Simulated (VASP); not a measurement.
Here is a VASP 6.6.1 calculation.

INCAR

```
PREC = Accurate
ENCUT = 500
EDIFF = 1E-6
ISMEAR = 0
SIGMA = 0.1
LREAL = Auto
LASPH = True
NELM = 120
ALGO = Normal
ISIF = 2
LWAVE = False
LCHARG = False
GGA = PS
NBANDS = 87
ISYM = -1
GGA_COMPAT = False
```

File KPOINTS:

```
explicit points
2
Reciprocal
  0.25000000   0.25000000   0.00000000 2
  0.25000000   0.75000000   0.00000000 2
```

File POSCAR:

```
SrCl2
1.0
    6.9710000000      3.4855000000     -3.4855000000
    3.4855000000      6.9710000000      3.4855000000
    6.9710000000     -3.4855000000      3.4855000000
Sr Cl
6 12
Direct
    0.5000000000      0.0000000000      0.5000000000
    0.8333333333      0.3333333333      0.5000000000
    0.0000000000      0.0000000000      0.0000000000
    0.3333333333      0.3333333333      0.0000000000
    0.6666666667      0.6666666667      0.0000000000
    0.1666666667      0.6666666667      0.5000000000
    0.4583333333      0.3333333333      0.6250000000
    0.7916666667      0.6666666667      0.6250000000
    0.9583333333      0.3333333333      0.1250000000
    0.2916666667      0.6666666667      0.1250000000
    0.6250000000      0.0000000000      0.1250000000
    0.1250000000      1.0000000000      0.6250000000
    0.3750000000      1.0000000000      0.8750000000
    0.7083333333      0.3333333333      0.8750000000
    0.8750000000      0.0000000000      0.3750000000
    0.2083333333      0.3333333333      0.3750000000
    0.5416666667      0.6666666667      0.3750000000
    0.0416666667      0.6666666667      0.8750000000
```

Potentials or basis: VASP PAW PBE potentials, release 64 (Sr_sv, Cl).

Command:

```bash
$ cat potpaw_PBE.64/Sr_sv/POTCAR potpaw_PBE.64/Cl/POTCAR > POTCAR
$ mpirun -np 1 vasp_std > vasp.out
```

Task: Predict the band gap on the k mesh.

Result: 5.72 eV.

Task: What does it give for the pressure?

Result: -0.9 GPa.

Caveat: the PAW data sets were made with another functional, which shifts forces and pressure a little; a shifted mesh leaves out Γ, where band edges can lie. A k mesh can miss the band edges.
